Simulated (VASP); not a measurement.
# NaLuSbH: relaxation of cell and atoms with PBE

Crystal: NaLuSbH.

```
CELL_PARAMETERS angstrom
4.11118 0.00000 0.00000
0.00000 4.11118 0.00000
0.00000 0.00000 5.76704
ATOMIC_POSITIONS crystal
Na 0.00000 0.00000 0.00000
Lu 0.50000 0.50000 0.50000
Sb 0.50000 0.50000 0.00000
H 0.00000 0.00000 0.50000
```

```yaml
Program: VASP 6.6.1
Task: relaxation of cell and atoms
Functional: PBE
Potentials_or_basis: VASP PAW PBE potentials, release 64 (Na_pv, Lu, Sb, H)
Cutoff: 600 eV
k_mesh: 12 × 12 × 8
Occupations: gaussian, width 0.1 eV
Spin: no spin polarisation
Dipole_correction: no
Further_INCAR_settings: ALGO = Normal; EDIFF = 1e-07; IBRION = 2; EDIFFG = -0.01; NSW = 100; ISIF = 3
```

```json
{
  "Relaxed volume": "24.63 Å³/atom",
  "Relaxed cell": "a = 4.133 Å, b = 4.133 Å, c = 5.767 Å, α = 90.00°, β = 90.00°, γ = 90.00°",
  "Space group after relaxing (to 0.05 Å)": "P4/mmm (No. 123)",
  "Energy gained by relaxing": "0.3 meV/atom",
  "Ionic steps": "4",
  "Pressure after relaxing": "0.0 GPa",
  "Band gap on the k mesh": "zero (band 19 reaches 3.29 eV, above the bottom of band 20 at 2.59 eV)"
}
```

The path:
| step | energy change (eV) | largest force (eV/Å) | pressure (GPa) | volume (Å³) |
| --- | --- | --- | --- | --- |
| 1 | 0.0000 | 0.0000 | 0.30 | 97.47 |
| 2 | -0.0009 | 0.0000 | 0.07 | 98.11 |
| 3 | -0.0010 | 0.0000 | -0.05 | 98.48 |
| 4 | -0.0012 | 0.0000 | -0.01 | 98.52 |

Final structure:
```
CELL_PARAMETERS angstrom
4.13308 0.00000 0.00000
0.00000 4.13308 0.00000
0.00000 0.00000 5.76733
ATOMIC_POSITIONS crystal
Na 0.00000 0.00000 0.00000
Lu 0.50000 0.50000 0.50000
Sb 0.50000 0.50000 0.00000
H 0.00000 0.00000 0.50000
```

Levels at points of the mesh, in eV from the Fermi level:
| k point | band 17 | band 18 | band 19 | band 20 | band 21 | band 22 |
| --- | --- | --- | --- | --- | --- | --- |
| (0.00, 0.00, 0.00) | -2.09 | 0.28 | 0.30 | 0.30 | 2.03 | 2.03 |
| (0.50, 0.00, 0.00) | -1.80 | -1.28 | -0.93 | 0.08 | 0.70 | 1.69 |
| (0.50, 0.50, 0.00) | -2.35 | -2.35 | -0.55 | 0.64 | 0.64 | 3.02 |
| (0.00, 0.00, 0.50) | -2.49 | -0.34 | -0.34 | 0.39 | 2.91 | 2.92 |
| (0.50, 0.00, 0.50) | -3.44 | -3.35 | -0.31 | -0.04 | 1.73 | 2.54 |
| (0.50, 0.50, 0.50) | -2.90 | -2.60 | -2.60 | 1.24 | 1.24 | 2.55 |

It took 12 min on 1 thread of AMD EPYC 9R45 96-Core Processor (Zen 5), on a shared host, peak memory 0.58 GiB.

Caveat: spin-orbit coupling is left out, which moves the levels of the heavy elements.
